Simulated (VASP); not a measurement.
# ScPt: electric field gradients with LDA

Crystal: ScPt.

```
Sc Pt
1.0
     3.27000    0.00000    0.00000
     0.00000    3.27000    0.00000
     0.00000    0.00000    3.33540
Sc Pt
1 1
Cartesian
  1.6350 1.6350 1.6677
  0.0000 0.0000 0.0000
```

This cell differs from its parent crystal: zz strain of +2 %.

```yaml
Program: VASP 6.6.1
Task: electric field gradients
Functional: LDA
Potentials_or_basis: VASP PAW LDA potentials, release 64 (Sc_sv, Pt)
Cutoff: 520 eV
k_mesh: 10 × 10 × 10
Occupations: fermi-dirac, width 0.05 eV
Spin: no spin polarisation
Dipole_correction: no
Further_INCAR_settings: ALGO = Normal; EDIFF = 1e-08; NBANDS = 18
```

```
Pressure                                : -7.5 GPa
Band gap on the k mesh                  : zero (an odd number of electrons rules out a gap without spin polarisation)
Largest electric field gradient by atom : Sc -1.3; Pt -7.6 V/Å²
```

Levels at points of the mesh, in eV from the Fermi level:
```
           k point  band 7  band 8  band 9  band 10  band 11  band 12  band 13  band 14  band 15  band 16
(0.00, 0.00, 0.00)   -5.11   -2.83   -2.83    -2.73     1.30     1.46     3.34     3.35     3.35     6.82
(0.50, 0.00, 0.00)   -3.25   -3.24   -3.16    -2.42    -0.84    -0.11     1.02     1.18     2.59     3.98
(0.50, 0.50, 0.00)   -3.91   -3.91   -1.54    -0.70     0.40     0.40     2.01     3.40     3.40     3.53
(0.00, 0.00, 0.50)   -3.34   -3.12   -3.12    -2.37    -1.08    -0.17     1.21     1.21     2.65     3.74
(0.50, 0.00, 0.50)   -3.79   -3.75   -1.63    -0.88     0.26     0.30     1.81     3.38     3.42     3.45
(0.50, 0.50, 0.50)   -4.22   -1.58   -1.50    -1.41    -1.35    -1.35     2.97     3.50     3.59     8.68
```

Electric field gradients, principal values (V/Å²):
| atom | least | middle | greatest (by size) |
| --- | --- | --- | --- |
| 1 Sc | 0.646 | 0.646 | -1.291 |
| 2 Pt | 3.816 | 3.816 | -7.632 |

It took 28 s on 1 thread of AMD EPYC 9R45 96-Core Processor (Zen 5) (shared host), peak memory 0.17 GiB.

Caveat: the cell differs from its parent crystal (zz strain of +2 %); the cell stands under tension; without QUAD_EFG the Cq values of the log hold for a quadrupole moment of 1 mb, not for the nuclei; spin-orbit coupling is left out, which moves the levels of the heavy elements.
